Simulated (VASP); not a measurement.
A run of VASP 6.6.1 is set up as follows.

INCAR

```
SYSTEM = Te3WCl2
PREC = Accurate
ENCUT = 520
EDIFF = 1E-7
ISMEAR = 0
SIGMA = 0.1
LREAL = .FALSE.
LASPH = .TRUE.
NELM = 150
ALGO = Normal
ISIF = 2
LWAVE = .FALSE.
LCHARG = .FALSE.
ISPIN = 2
MAGMOM = 0 0 0 2.75 0.15 0.15
LORBIT = 11
LMAXMIX = 4
GGA = PE
NBANDS = 36
```

KPOINTS

```
Automatic mesh
0
G
  3 3 3
  0 0 0
```

Contents of POSCAR:

```
Te3WCl2
1.0
    3.0906703751      1.7843993716      4.6685072154
   -3.0906703751      1.7843993716      4.6685072154
    0.0000000000     -3.5687987476      4.6685072138
Te W Cl
3 1 2
Direct
    0.0000000000      0.5000000000      0.5000000000
    0.5000000000      0.5000000000      0.0000000000
    0.5000000000      0.0000000000      0.5000000000
    0.5000000000      0.5000000000      0.5000000000
    0.1196065264      0.1196065264      0.1196065264
    0.8803934736      0.8803934736      0.8803934736
```

Potentials or basis: VASP PAW PBE potentials, release 64 (Te, W_sv, Cl).

The run is started by

```sh
$ cat potpaw_PBE.64/Te/POTCAR potpaw_PBE.64/W_sv/POTCAR potpaw_PBE.64/Cl/POTCAR > POTCAR
$ mpirun -np 1 vasp_std > vasp.out
```

Estimate the pressure.

-0.1 GPa.

Predict the largest force.

0.016 eV/Å.

Predict the site moments.

Te -0.01; W +2.54; Cl +0.11 μB.

What does it give for the net moment?

3.55 μB per cell.

Forces on the atoms (eV/Å):
```
Te   0.000  0.000  0.000
Te   0.000  0.000  0.000
Te   0.000  0.000  0.000
W    0.000  0.000  0.000
Cl   0.000  0.000  0.016
Cl   0.000  0.000 -0.016
```

Caveat: the k points lie up to 0.42 Å⁻¹ apart.
